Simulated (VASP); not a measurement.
Set up this calculation in VASP 6.6.1, as the native input.

```yaml
Task: single point
Functional: PBE
Potentials_or_basis: VASP PAW PBE potentials, release 64 (Ba_sv, Ti_sv, O)
Cutoff: 520 eV
k_mesh: 8 × 8 × 8
Occupations: gaussian, width 0.05 eV
Spin: no spin polarisation
Dipole_correction: no
Further_INCAR_settings: ALGO = Normal; EDIFF = 1e-06; NBANDS = 28
```

The structure of BaTiO3 lies in POSCAR:

```
BaTiO3
1.0
    3.6976933126      0.0000000000      0.0000000000
    0.0000000000      3.6976933126      0.0000000000
    0.0000000000      0.0000000000      4.3408238260
Ba Ti O
1 1 3
Direct
    0.0000000000      0.0000000000      0.0000000000
    0.5000000000      0.5000000000      0.5000000000
    0.5000000000      0.5000000000      0.0000000000
    0.5000000000      0.0000000000      0.5000000000
    0.0000000000      0.5000000000      0.5000000000
```

This cell differs from its parent crystal: strain -0.080 along x and y, +0.080 along z.

The input as run:

INCAR

```
SYSTEM = BaTiO3
PREC     = Accurate       ! precision mode
ENCUT    = 520            ! plane-wave cutoff, eV
EDIFF    = 1E-6           ! SCF threshold, eV
ISMEAR   = 0              ! smearing method
SIGMA    = 0.05           ! smearing width, eV
LREAL    = .FALSE.        ! projectors in reciprocal space
LASPH    = .TRUE.         ! aspherical terms in the spheres
NELM     = 100            ! most SCF steps
ALGO     = Normal         ! electronic algorithm
ISIF     = 2              ! what is computed and relaxed
LWAVE    = .FALSE.        ! write WAVECAR
LCHARG   = .FALSE.        ! write CHGCAR
GGA      = PE             ! functional
NBANDS   = 28             ! bands
```

KPOINTS

```
regular mesh
0
G
  8 8 8
  0 0 0
```

Potentials or basis: VASP PAW PBE potentials, release 64 (Ba_sv, Ti_sv, O).

Command:

```bash
$ cat potpaw_PBE.64/Ba_sv/POTCAR potpaw_PBE.64/Ti_sv/POTCAR potpaw_PBE.64/O/POTCAR > POTCAR
$ mpirun -np 1 vasp_std > vasp.out
```

It gave:

```
Pressure               : 28.1 GPa
Band gap on the k mesh : 1.56 eV, indirect (least direct gap 1.77 eV)
```

Caveat: the cell differs from its parent crystal (strain -0.080 along x and y, +0.080 along z); spin-orbit coupling is left out, which moves the levels of the heavy elements.

Run time: 64 s on 1 thread of AMD EPYC 9R45 96-Core Processor (Zen 5) (shared host), peak memory 0.23 GiB.
